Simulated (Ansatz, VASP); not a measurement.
Two plane-wave programs on TiCo3

Contents of POSCAR:

```
TiCo3
1.0
    3.6140000000      0.0000000000      0.0000000000
    0.0000000000      3.6140000000      0.0000000000
    0.0000000000      0.0000000000      3.6140000000
Ti Co
1 3
Direct
    0.0000000000      0.0000000000      0.0000000000
    0.0000000000      0.5000000000      0.5000000000
    0.5000000000      0.0000000000      0.5000000000
    0.5000000000      0.5000000000      0.0000000000
```

INCAR.step1

```
SYSTEM = TiCo3
PREC     = Accurate       ! precision mode
ENCUT    = 520            ! plane-wave cutoff, eV
ISMEAR   = 0              ! smearing method
SIGMA    = 0.4            ! smearing width, eV
LREAL    = .FALSE.        ! projectors in reciprocal space
LASPH    = .TRUE.         ! aspherical terms in the spheres
NELM     = 150            ! most SCF steps
ISPIN    = 2              ! spin polarisation
MAGMOM   = -0.74 1.48 1.48 1.48 ! initial moments
LMAXMIX  = 4              ! l up to which the mixer works
NBANDS   = 32             ! bands
GGA      = PE             ! functional
ALGO     = Normal         ! electronic algorithm
EDIFF    = 1E-4           ! SCF threshold, eV
LWAVE    = .TRUE.         ! write WAVECAR
LCHARG   = .FALSE.        ! write CHGCAR
```

INCAR.step2

```
SYSTEM = TiCo3
PREC     = Accurate       ! precision mode
ENCUT    = 520            ! plane-wave cutoff, eV
EDIFF    = 1E-7           ! SCF threshold, eV
ISMEAR   = 0              ! smearing method
SIGMA    = 0.4            ! smearing width, eV
LREAL    = .FALSE.        ! projectors in reciprocal space
LASPH    = .TRUE.         ! aspherical terms in the spheres
NELM     = 150            ! most SCF steps
ALGO     = Normal         ! electronic algorithm
ISIF     = 2              ! what is computed and relaxed
LWAVE    = .FALSE.        ! write WAVECAR
LCHARG   = .TRUE.         ! write CHGCAR
ISPIN    = 2              ! spin polarisation
MAGMOM   = -0.74 1.48 1.48 1.48 ! initial moments
LORBIT   = 11             ! projections on sites
LMAXMIX  = 4              ! l up to which the mixer works
METAGGA  = R2SCAN         ! meta-GGA
LMIXTAU  = .TRUE.       
LELF     = .TRUE.         ! ELF
LVHAR    = .TRUE.       
NBANDS   = 32             ! bands
ISTART   = 1
```

KPOINTS

```
regular mesh
0
G
  6 6 6
  0 0 0
```

Input for Ansatz:

```yaml
crystal:
  lattice:
    - [3.614, 0.0, 0.0]
    - [0.0, 3.614, 0.0]
    - [0.0, 0.0, 3.614]
  atoms:
    - { symbol: Ti, position: [0.0, 0.0, 0.0], spin: -0.74 }
    - { symbol: Co, position: [0.0, 0.5, 0.5], spin: 1.48 }
    - { symbol: Co, position: [0.5, 0.0, 0.5], spin: 1.48 }
    - { symbol: Co, position: [0.5, 0.5, 0.0], spin: 1.48 }
basis:
  ecutwfc: 500
kpoints:
  mp_grid: { grid: [6, 6, 6] }
hamiltonian:
  xc: r2scan
scf:
  occupations: { method: gaussian, width: 0.4 }
output:
  forces: true
  stress: true
  eigenvalues: true
  populations: true
magnetization:
  spin_polarized: true
```

Alike in both runs: task single point; functional r2SCAN; k mesh 6 × 6 × 6; occupations gaussian, width 0.4 eV; collinear spin.

```csv
,VASP,Ansatz
version,VASP 6.6.1,Ansatz 0.2.0
potentials or method,"VASP PAW PBE potentials, release 64 (Ti_sv, Co), cutoff 520 eV","scalar-relativistic, plane waves, PAW"
valence electrons in the cell,39,63
```

Ansatz gave:

| Property | Result |
| --- | --- |
| gap on the k mesh at the Fermi level (eV) | none |
| pressure (GPa) | -4.4 |
| net moment per atom (μB) | 0.69 |
| size of the moment on the site where the two differ most (μB) | 0.68 |

Q: What did VASP give for the same quantities?

A: gap on the k mesh at the Fermi level (eV): none; pressure (GPa): -4.0; net moment per atom (μB): 0.69; size of the moment on the site where the two differ most (μB): 0.73.

VASP's potentials were made for PBE, not for r2SCAN. Site moments also hang on the region over which each program counts them. A gap of «none» marks a metal or a gap that the smearing closes. VASP's potentials hold 39 valence electrons a cell and Ansatz's 63, so a difference there can come from the potentials and not from the codes. Ansatz's warnings: stability check not made.
